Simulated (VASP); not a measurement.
The system is FeO.

```
Fe O
1.0
    -1.60210    1.60210    2.08339
     1.60210   -1.60210    2.08339
     1.60210    1.60210   -2.08339
Fe O
1 1
Direct
  0.00000 0.00000 0.00000
  0.50000 0.50000 0.00000
```

Base run:

- Program: VASP 6.6.1
- Functional: PBE
- Potentials or basis: VASP PAW PBE potentials, release 64 (Fe, O)
- Cutoff: 520 eV
- k mesh: 12 × 12 × 12
- Occupations: fermi-dirac, width 0.05 eV
- Spin: collinear spin, ferromagnetic start
- Starting moments: [4.5, 0.0] μB

Its results: pressure -8.7 GPa; site moments Fe +3.62; O +0.29 μB.

Q: The run is repeated on the same cell with these changes: k mesh from 12 × 12 × 12 to 10 × 10 × 10; fixed moment from none to 4.5 μB. What comes out?

A: Pressure 1.0 GPa; site moments Fe +3.85; O +0.44 μB.

Caveats: a cell with one magnetic atom can't hold antiferromagnetic order, which such compounds often take; the cell stands under tension (at least some runs); the total moment is fixed, so each spin has its own Fermi level (at least some runs).
